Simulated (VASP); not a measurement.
Set up this calculation in VASP 6.6.1, as the native input.

* Task: single point
* Functional: PBE
* Potentials or basis: VASP PAW PBE potentials, release 64 (Sr_sv, Ti_sv, O)
* Cutoff: 520 eV
* k mesh: 4 × 4 × 2
* Occupations: gaussian, width 0.15 eV
* Spin: collinear spin, ferromagnetic start
* Starting moments: [0.0, 1.0, 1.0, 0.0, 0.0, 0.0, 0.0] μB
* Dipole correction: no
* Further INCAR settings: ALGO = Normal; EDIFF = 1e-06; NBANDS = 42

The structure of SrTi2O4 lies in POSCAR:

```
SrTi2O4
1.0
    3.9364499418      0.0000000000      0.0000000000
   -1.9682249709      3.4090656503      0.0000000000
    0.0000000000      0.0000000000      9.0629886363
Sr Ti O
1 2 4
Direct
    0.0000000000      0.0000000000      0.5000000000
    0.0000000000      0.0000000000      0.1094050674
    0.0000000000      0.0000000000      0.8905949326
    0.3333333333      0.6666666667      0.5000000000
    0.6666666667      0.3333333333      0.5000000000
    0.3333333333      0.6666666667      0.0000000000
    0.6666666667      0.3333333333      0.0000000000
```

One way to write it, as run:

INCAR

```
SYSTEM = SrTi2O4
ALGO     = Normal         ! electronic algorithm
EDIFF    = 1E-6           ! SCF threshold, eV
ENCUT    = 520            ! plane-wave cutoff, eV
GGA      = PE             ! functional
ISIF     = 2              ! what is computed and relaxed
ISMEAR   = 0              ! smearing method
ISPIN    = 2              ! spin polarisation
LASPH    = .TRUE.         ! aspherical terms in the spheres
LCHARG   = .TRUE.         ! write CHGCAR
LELF     = .TRUE.         ! ELF
LMAXMIX  = 4              ! l up to which the mixer works
LORBIT   = 11             ! projections on sites
LREAL    = .FALSE.        ! projectors in reciprocal space
LVHAR    = .TRUE.       
LWAVE    = .FALSE.        ! write WAVECAR
MAGMOM   = 0 1 1 0 0 0 0  ! initial moments
NBANDS   = 42             ! bands
NELM     = 150            ! most SCF steps
PREC     = Accurate       ! precision mode
SIGMA    = 0.15           ! smearing width, eV
```

KPOINTS

```
k-points
0
G
  4 4 2
  0 0 0
```

Potentials or basis: VASP PAW PBE potentials, release 64 (Sr_sv, Ti_sv, O).

Launch:

```console
$ cat potpaw_PBE.64/Sr_sv/POTCAR potpaw_PBE.64/Ti_sv/POTCAR potpaw_PBE.64/O/POTCAR > POTCAR
$ mpirun -np 1 vasp_std > vasp.out
```

It gave:

```
Pressure                                              : 1.1 GPa
Largest force                                         : 0.563 eV/Å
Band gap on the k mesh                                : zero (filled and empty bands overlap)
Net moment                                            : 0.00 μB per cell
Valence electrons inside the program's atomic spheres : Sr 8.27; Ti 10.36; O 4.88, 4.85
```

Caveat: the k points lie up to 0.46 Å⁻¹ apart; semilocal functionals often make such compounds metallic where correlation or magnetic order opens a gap, which also shifts bond lengths.

Wall time 3 min on 1 thread of Intel(R) Xeon(R) Platinum 8175M CPU @ 2.50GHz (Skylake/Cascade Lake), on a shared host, peak memory 0.31 GiB.
